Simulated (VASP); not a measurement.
Set up this calculation in VASP 6.6.1, as the native input.

```yaml
Task: single point
Functional: PBE
Dispersion: D3(BJ)
Potentials_or_basis: VASP PAW PBE potentials, release 64 (Mg)
Cutoff: 600 eV
k_mesh: 7 × 7 × 7
Occupations: fermi-dirac, width 0.05 eV
Spin: no spin polarisation
Dipole_correction: no
Further_INCAR_settings: ALGO = Normal; EDIFF = 1e-06; NBANDS = 7
```

The structure of Mg lies in POSCAR:

```
Mg
1.0
   -1.4765000000      1.4765000000      1.4765000000
    1.4765000000     -1.4765000000      1.4765000000
    1.4765000000      1.4765000000     -1.4765000000
Mg
1
Direct
    0.0000000000      0.0000000000      0.0000000000
```

The input as run:

INCAR

```
SYSTEM = Mg
ALGO     = Normal         ! electronic algorithm
EDIFF    = 1E-6           ! SCF threshold, eV
ENCUT    = 600            ! plane-wave cutoff, eV
GGA      = PE             ! functional
GGA_COMPAT= .False.      
ISIF     = 2              ! what is computed and relaxed
ISMEAR   = -1             ! smearing method
IVDW     = 12             ! dispersion correction
LASPH    = .True.         ! aspherical terms in the spheres
LCHARG   = .False.        ! write CHGCAR
LREAL    = .False.        ! projectors in reciprocal space
LWAVE    = .False.        ! write WAVECAR
NBANDS   = 7              ! bands
NELM     = 120            ! most SCF steps
PREC     = Accurate       ! precision mode
SIGMA    = 0.05           ! smearing width, eV
```

KPOINTS

```
k-points
0
Gamma
  7 7 7
  0 0 0
```

Potentials or basis: VASP PAW PBE potentials, release 64 (Mg).

Run with:

```sh
$ cat potpaw_PBE.64/Mg/POTCAR > POTCAR
$ mpirun -np 1 vasp_std > vasp.out
```

Results of the run:

| Property | Result |
| --- | --- |
| Pressure | 56.7 GPa |
| Band gap on the k mesh | zero (band 1 reaches 8.12 eV, above the bottom of band 2 at 6.10 eV) |
| Dispersion energy per atom | -0.513 eV |

Caveat: the k points lie up to 0.43 Å⁻¹ apart; pairwise dispersion overbinds metals, which lowers pressure and volume.

It took 5.7 s on 1 thread of Intel Xeon 8259CL, on a shared host, peak memory 0.13 GiB.
